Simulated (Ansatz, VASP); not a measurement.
## CdTe: VASP beside Ansatz

```
Cd Te
1.0
     0.00000    3.27996    3.27996
     3.27996    0.00000    3.27996
     3.27996    3.27996    0.00000
Cd Te
1 1
Cartesian
  0.0000 0.0000 0.0000
  1.6400 1.6400 1.6400
```

Alike in both runs: task single point; functional HSE06; k mesh 4 × 4 × 4; no spin polarisation.

|  | VASP | Ansatz |
| --- | --- | --- |
| version | VASP 6.6.1 | Ansatz 0.2.0 |
| potentials or method | VASP PAW PBE potentials, release 64 (Cd, Te) | plane waves, PAW |
| plane-wave cutoff (eV) | 520 | 420 |
| occupations | gaussian, width 0.01 eV | fixed |
| valence electrons in the cell | 18 | 36 |

Ansatz gave:

| Quantity | Value |
| --- | --- |
| gap on the k mesh at the Fermi level (eV) | 1.53 |
| pressure (GPa) | 0.2 |

Problem. Which values does VASP return?

Solution. gap on the k mesh at the Fermi level (eV): 1.44; pressure (GPa): 0.2.

VASP's potentials hold 18 valence electrons a cell and Ansatz's 36, so a difference there can come from the potentials and not from the codes. Ansatz's warnings: stress exchange threshold loose, stress scf threshold loose.

Spin-orbit coupling is off throughout.
